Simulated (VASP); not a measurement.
CoO:

```
Co O
1.0
     0.00000    2.13150    2.13150
     2.13150    0.00000    2.13150
     2.13150    2.13150    0.00000
Co O
1 1
Direct
  0.00000 0.00000 0.00000
  0.50000 0.50000 0.50000
```

Base run:

| Item | Value |
| --- | --- |
| Program | VASP 6.6.1 |
| Functional | PBE |
| Potentials or basis | VASP PAW PBE potentials, release 64 (Co_sv, O) |
| Cutoff | 700 eV |
| k mesh | 9 × 9 × 9 |
| Occupations | fermi-dirac, width 0.02 eV |
| Spin | collinear spin, ferromagnetic start |
| Starting moments | [1.69, 0.0] μB |
| Fixed moment | 1.69 μB |
| Hubbard terms | Co d U = 4.8 eV |

Its results: pressure -7.4 GPa; site moments Co +1.80; O -0.14 μB.

Question: After a change of settings the same cell gave: pressure -3.7 GPa; site moments Co +2.26; O -0.03 μB. Which change was it?
A. fixed moment from 1.69 μB to 2.26 μB; moments at the start from [1.69, 0.0] to [2.26, 0.0]
B. fixed moment from 1.69 μB to 2.82 μB; moments at the start from [1.69, 0.0] to [2.82, 0.0]
C. fixed moment from 1.69 μB to 0.56 μB; moments at the start from [1.69, 0.0] to [0.56, 0.0]
D. fixed moment from 1.69 μB to 3.39 μB; moments at the start from [1.69, 0.0] to [3.39, 0.0]

Answer: A.

Caveats: the cell stands under tension; the total moment is fixed, so each spin has its own Fermi level and the state may be an excited one; a cell with one magnetic atom can't hold antiferromagnetic order, which such compounds often take.
